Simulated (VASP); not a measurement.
Input of a VASP 6.6.1 run:

File INCAR:

```
  PREC = Accurate
  ENCUT = 520
  EDIFF = 1E-6
  ISMEAR = -1
  SIGMA = 0.1
  LREAL = F
  LASPH = T
  NELM = 60
  ALGO = Normal
  ISIF = 2
  LWAVE = F
  LCHARG = F
  GGA = RE
  NBANDS = 12
```

KPOINTS

```
Automatic mesh
0
Gamma
  12 12 11
```

POSCAR

```
P
1.0
    3.3865243192      0.0000000000      0.0000000000
   -1.6932621596      2.9328160910      0.0000000000
    0.0000000000      0.0000000000      3.3234090421
P
2
Direct
    0.3333333333      0.6666666667      0.2500000000
    0.6666666667      0.3333333333      0.7500000000
```

Potentials or basis: VASP PAW PBE potentials, release 64 (P).

Command:

```sh
$ cat potpaw_PBE.64/P/POTCAR > POTCAR
$ mpirun -np 1 vasp_std > vasp.out
```

(1) Predict the band gap on the k mesh.

(2) What does it give for the pressure?

Answers

(1) zero (band 5 reaches 9.38 eV, above the bottom of band 6 at 5.12 eV).

(2) -5.9 GPa.

Caveat: the PAW data sets were made with another functional, which shifts forces and pressure a little.
